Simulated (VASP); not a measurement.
# HgTe (F-43m) in VASP: further runs

The runs below take HgTe through single point, with r2SCAN.

Program: VASP 6.6.1. These are calculated values, not measurements. Logs are shortened: lines on timing, memory, paths and dates and some standing lists are left out, and cuts for length are marked.

## (1) The cell of the first run

Symmetry: F-43m, No. 216, cubic system. Conventional cell: a = 6.512 Å, b = 6.512 Å, c = 6.512 Å, α = 90.00°, β = 90.00°, γ = 90.00°. Within 3.7 Å of Hg (site symmetry -43m) lie 4 Te at 2.82 Å. Within 3.7 Å of Te (site symmetry -43m) lie 4 Hg at 2.82 Å.

## (2) Single point, r2SCAN (34.52 Å³/atom)

POSCAR

```
HgTe
1.0
    0.0000000000      3.2559708010      3.2559708010
    3.2559708010      0.0000000000      3.2559708010
    3.2559708010      3.2559708010      0.0000000000
Hg Te
1 1
Direct
    0.0000000000      0.0000000000      0.0000000000
    0.2500000000      0.2500000000      0.2500000000
```

INCAR.step1

```
SYSTEM = HgTe
PREC = Accurate ; ENCUT = 550
ISMEAR = -1 ; SIGMA = 0.02
LREAL = .False. ; LASPH = .True.
NELM = 120 ; NBANDS = 16
GGA = PE ; ALGO = Normal
EDIFF = 1E-5 ; LWAVE = .True.
LCHARG = .False. ; GGA_COMPAT = .False.
```

INCAR.step2

```
SYSTEM = HgTe
PREC = Accurate ; ENCUT = 550
EDIFF = 1E-6 ; ISMEAR = -1
SIGMA = 0.02 ; LREAL = .False.
LASPH = .True. ; NELM = 120
ALGO = Normal ; ISIF = 2
LWAVE = .False. ; LCHARG = .False.
METAGGA = R2SCAN ; LMIXTAU = .True.
NBANDS = 16 ; ISTART = 1
GGA_COMPAT = .False.
```

KPOINTS

```
Automatic mesh
0
Gamma
  6 6 6
  0 0 0
```

Potentials or basis: VASP PAW PBE potentials, release 64 (Hg, Te).

Launch:

```bash
cat potpaw_PBE.64/Hg/POTCAR potpaw_PBE.64/Te/POTCAR > POTCAR
cp INCAR.step1 INCAR
mpirun -np 1 vasp_std > vasp.out
cp INCAR.step2 INCAR
mpirun -np 1 vasp_std > vasp.out
```

OUTCAR:

```text
SYSTEM = HgTe
   PREC = Accurate
   ENCUT = 550
   EDIFF = 1E-6
   ISMEAR = -1
   LREAL = .False.
   LASPH = .True.
   NELM = 120
   ISIF = 2
   METAGGA = R2SCAN
   ISTART = 1

 ion  position               nearest neighbor table
   1  0.000  0.000  0.000-   2 2.82   2 2.82   2 2.82   2 2.82
   2  0.250  0.250  0.250-   1 2.82   1 2.82   1 2.82   1 2.82

  LATTYP: Found a face centered cubic cell.
 ALAT       =     6.5119416020

  Lattice vectors:

 A1 = (   0.0000000000,   3.2559708010,   3.2559708010)
 A2 = (   3.2559708010,   0.0000000000,   3.2559708010)
 A3 = (   3.2559708010,   3.2559708010,   0.0000000000)

Analysis of symmetry for initial positions (statically):
=====================================================================
 Subroutine PRICEL returns:
 Original cell was already a primitive cell.

 Routine SETGRP: Setting up the symmetry group for a
 face centered cubic supercell.

 Subroutine GETGRP returns: Found 24 space group operations
 (whereof 24 operations were pure point group operations)
 out of a pool of 48 trial point group operations.

The static configuration has the point symmetry T_d .

Analysis of symmetry for dynamics (positions and initial velocities):
=====================================================================
 Subroutine PRICEL returns:
 Original cell was already a primitive cell.

 Routine SETGRP: Setting up the symmetry group for a
 face centered cubic supercell.

 Subroutine GETGRP returns: Found 24 space group operations
 (whereof 24 operations were pure point group operations)
 out of a pool of 48 trial point group operations.

The dynamic configuration has the point symmetry T_d .

 Subroutine INISYM returns: Found 24 space group operations
 (whereof 24 operations are pure point group operations),
 and found     1 'primitive' translations

----------------------------------------------------------------------------------------

                                     Primitive cell

  volume of cell :      69.0353

  direct lattice vectors                    reciprocal lattice vectors
     0.000000000  3.255970801  3.255970801    -0.153564031  0.153564031  0.153564031
     3.255970801  0.000000000  3.255970801     0.153564031 -0.153564031  0.153564031
     3.255970801  3.255970801  0.000000000     0.153564031  0.153564031 -0.153564031

  length of vectors
     4.604638065  4.604638065  4.604638065     0.265980703  0.265980703  0.265980703

  position of ions in fractional coordinates (direct lattice)
     0.000000000  0.000000000  0.000000000
     0.250000000  0.250000000  0.250000000
[... 67 lines left out ...]
   NELM   =    120;   NELMIN=  2; NELMDL=  0     # of ELM steps
   EDIFF  = 0.1E-05   stopping-criterion for ELM
   LREAL  =      F    real-space projection
   EDIFFG = 0.1E-04   stopping-criterion for IOM
   NSW    =      0    number of steps for IOM
   IBRION =     -1    ionic relax: 0-MD 1-quasi-New 2-CG
   NFREE  =      0    steps in history (QN), initial steepest desc. (CG)
   ISIF   =      2    stress and relaxation
   ISYM   =      2    0-nonsym 1-usesym 2-fastsym
   POTIM  = 0.5000    time-step for ionic-motion
   TEBEG  =    0.0;   TEEND  =   0.0 temperature during run
   PSTRESS=    0.0 pullay stress
   NELECT =      18.0000    total number of electrons
   NUPDOWN=      -1.0000    fix difference up-down
   EMIN   =  10.00;   EMAX   =-10.00  energy-range for DOS
   EFERMI =   0.00;   METHOD = LEGACY
   ISMEAR =    -1;   SIGMA  =   0.02  broadening in eV -4-tet -1-fermi 0-gaus
   EFERMI_NEDOS =   21; number of points for ismear=-14 and -15
   IALGO  =     38    algorithm
   IMIX   =      4    mixing-type and parameters
     AMIX     =   0.40;   BMIX     =  1.00
     AMIX_MAG =   1.60;   BMIX_MAG =  1.00
  volume/ion in A,a.u.               =      34.52       232.94
  Fermi-wavevector in a.u.,A,eV,Ry     =   1.045864  1.976396 14.882478  1.093831
  Thomas-Fermi vector in A             =   2.180678
   LORBIT       =      0    0 simple, 1 ext, 2 COOP (PROOUT), +10 PAW based schemes
   METAGGA = R2SCAN    functional components
   LHFCALC =     F    Hartree Fock is set to
   AEXX    =    0.0000 exact exchange contribution
   IVDW    =     0    specifies the selected vdW correction
   LEPSILON=     F    determine dielectric tensor
   LRPA    =     F    only Hartree local field effects (RPA)
 non-spin polarized calculation
  energy-cutoff  :      550.00
  volume of cell :       69.04
 maximum number of plane-waves:      2085
   NGX = 17   NGY = 17   NGZ = 17

 number of electron      18.0000002 magnetization

 Free energy of the ion-electron system (eV)
  ---------------------------------------------------
  ext. energy  EPLUGINS =         0.00000000
  ---------------------------------------------------
  free energy    TOTEN  =       -75.14490507 eV

  energy without entropy =      -75.14455144  energy(sigma->0) =      -75.14472826

 E-fermi :   2.6506     XC(G=0):  -9.2092

 val. band max:        2.6367113129   @ k =   0.0000   0.0000   0.0000
 cond. band min:       3.5847964137   @ k =   0.5000   0.0000   0.0000
 fundamental gap:      0.9480851008
 Fermi energy:         2.6505743925

 k-point     1 :       0.0000    0.0000    0.0000
  band No.  band energies     occupation
      1      -9.6069      2.00000
      2      -4.8783      2.00000
      3      -4.8783      2.00000
      4      -4.8783      2.00000
      5      -4.3333      2.00000
      6      -4.3333      2.00000
[... 281 lines left out ...]
      3      -4.5886      2.00000
      4      -4.4545      2.00000
      5      -4.3151      2.00000
      6      -3.7526      2.00000
[... 8 lines left out ...]
     15      14.0006      0.00000
     16      14.3017      0.00000

------------------------ aborting loop because EDIFF is reached ----------------------------------------

  FORCE on cell =-STRESS in cart. coord.  units (eV):
  Direction    XX          YY          ZZ          XY          YZ          ZX
  --------------------------------------------------------------------------------------
  -------------------------------------------------------------------------------------
  Total        0.5776317      0.5776317      0.5776317      0.0000000      0.0000000     -0.0000000
  in kB       13.4057189     13.4057189     13.4057189      0.0000000      0.0000000     -0.0000000
  external PRESSURE =      13.4057189 kB  Pullay stress =       0.0000000 kB

 VOLUME and BASIS-vectors are now :
 -----------------------------------------------------------------------------
  energy-cutoff  :      550.00
  volume of cell :       69.04
      direct lattice vectors                 reciprocal lattice vectors
     0.000000000  3.255970801  3.255970801    -0.153564031  0.153564031  0.153564031
     3.255970801  0.000000000  3.255970801     0.153564031 -0.153564031  0.153564031
     3.255970801  3.255970801  0.000000000     0.153564031  0.153564031 -0.153564031

 POSITION                                       TOTAL-FORCE (eV/Angst)
 -----------------------------------------------------------------------------------
      0.00000      0.00000      0.00000         0.000000     -0.000000      0.000000
      1.62799      1.62799      1.62799        -0.000000      0.000000     -0.000000
 -----------------------------------------------------------------------------------
    total drift:                               -0.000000     -0.000000     -0.000000

  FREE ENERGIE OF THE ION-ELECTRON SYSTEM (eV)
  ---------------------------------------------------
  free  energy   TOTEN  =       -75.1449050739 eV

  energy  without entropy=      -75.1445514398  energy(sigma->0) =      -75.14472826
```

OUTCAR.step1:

```text
SYSTEM = HgTe
   PREC = Accurate
   ENCUT = 550
   ISMEAR = -1
   LREAL = .False.
   LASPH = .True.
[... 513 lines left out ...]
      0.00000      0.00000      0.00000         0.000000     -0.000000      0.000000
      1.62799      1.62799      1.62799        -0.000000      0.000000     -0.000000
 -----------------------------------------------------------------------------------
    total drift:                               -0.000000     -0.000000     -0.000000

  FREE ENERGIE OF THE ION-ELECTRON SYSTEM (eV)
  ---------------------------------------------------
  free  energy   TOTEN  =        -3.6036200643 eV

  energy  without entropy=       -3.6032664230  energy(sigma->0) =       -3.60344324
```

OSZICAR.step1:

```text
N       E                     dE             d eps       ncg     rms          rms(c)
DAV:   1     0.108058326702E+03    0.10806E+03   -0.81521E+03   512   0.101E+03
DAV:   2     0.220471091736E+00   -0.10784E+03   -0.10008E+03   568   0.229E+02
DAV:   3    -0.377543485693E+01   -0.39959E+01   -0.39857E+01   616   0.458E+01
DAV:   4    -0.381402558731E+01   -0.38591E-01   -0.38588E-01   752   0.403E+00
DAV:   5    -0.381431705955E+01   -0.29147E-03   -0.29147E-03   656   0.284E-01    0.729E+00
DAV:   6    -0.361137608144E+01    0.20294E+00   -0.39703E-01   592   0.840E+00    0.579E+00
DAV:   7    -0.360418680344E+01    0.71893E-02   -0.97253E-02   576   0.212E+00    0.217E+00
DAV:   8    -0.360355069505E+01    0.63611E-03   -0.10419E-02   600   0.116E+00    0.507E-01
DAV:   9    -0.360357592235E+01   -0.25227E-04   -0.74352E-04   632   0.317E-01    0.119E-01
DAV:  10    -0.360360644900E+01   -0.30527E-04   -0.91047E-05   584   0.843E-02    0.487E-02
DAV:  11    -0.360362192510E+01   -0.15476E-04   -0.35104E-05   600   0.444E-02    0.347E-02
DAV:  12    -0.360362006426E+01    0.18608E-05   -0.38314E-06   416   0.164E-02
   1 F= -.36036201E+01 E0= -.36034432E+01  d E =-.353641E-03
```

It took 61 s on 1 thread of AMD EPYC 9R45 (Zen 5), shared host; peak memory 0.19 GiB.

What came out:

```yaml
Free_energy: -75.1449 eV
Pressure: 1.3 GPa
Band_gap_on_the_k_mesh: zero (filled and empty bands touch)
```

Caveat: semilocal functionals underestimate gaps, so a narrow gap can read as zero; the PAW data sets were made with another functional, which shifts forces and pressure a little; spin-orbit coupling is left out, which moves the levels of the heavy elements.

## (3) Single point, r2SCAN

This run uses another cell than the first one, of 35.59 Å³/atom.

POSCAR

```
HgTe
1.0
    0.0000000000      3.2891972877      3.2891972877
    3.2891972877      0.0000000000      3.2891972877
    3.2891972877      3.2891972877      0.0000000000
Hg Te
1 1
Direct
    0.0000000000      0.0000000000      0.0000000000
    0.2500000000      0.2500000000      0.2500000000
```

INCAR.step1

```
  PREC = Accurate
  ENCUT = 550
  ISMEAR = -1
  SIGMA = 0.02
  LREAL = F
  LASPH = T
  NELM = 120
  NBANDS = 16
  GGA = PE
  ALGO = Normal
  EDIFF = 1E-5
  LWAVE = T
  LCHARG = F
  GGA_COMPAT = F
```

INCAR.step2

```
  PREC = Accurate
  ENCUT = 550
  EDIFF = 1E-6
  ISMEAR = -1
  SIGMA = 0.02
  LREAL = F
  LASPH = T
  NELM = 120
  ALGO = Normal
  ISIF = 2
  LWAVE = F
  LCHARG = F
  METAGGA = R2SCAN
  LMIXTAU = T
  NBANDS = 16
  ISTART = 1
  GGA_COMPAT = F
```

KPOINTS

```
regular mesh
0
Gamma
  6 6 6
```

Potentials or basis: VASP PAW PBE potentials, release 64 (Hg, Te).

Launch:

```bash
cat potpaw_PBE.64/Hg/POTCAR potpaw_PBE.64/Te/POTCAR > POTCAR
cp INCAR.step1 INCAR
mpirun -np 1 vasp_std > vasp.out
cp INCAR.step2 INCAR
mpirun -np 1 vasp_std > vasp.out
```

Run time: 61 s. Hardware: 1 thread of AMD EPYC 9R45 (Zen 5), shared host; peak memory 0.19 GiB.

Results (log left out):

```yaml
Free_energy: -75.1541 eV
Pressure: 0.0 GPa
Band_gap_on_the_k_mesh: zero (filled and empty bands touch)
```

Levels at points of the mesh, in eV from the Fermi level:
```
           k point  band 5  band 6  band 7  band 8  band 9  band 10  band 11  band 12  band 13  band 14
(0.00, 0.00, 0.00)   -6.85   -6.85   -0.57   -0.01   -0.01    -0.01     4.65     4.65     4.65     6.79
(0.50, 0.00, 0.00)   -6.83   -6.56   -5.31   -0.93   -0.93     0.93     5.41     5.41     7.13     8.22
(0.50, 0.50, 0.00)   -6.79   -6.42   -5.31   -2.14   -2.14     2.08     2.85     8.49     9.21     9.21
```

Caveat: semilocal functionals underestimate gaps, so a narrow gap can read as zero; the PAW data sets were made with another functional, which shifts forces and pressure a little; spin-orbit coupling is left out, which moves the levels of the heavy elements.
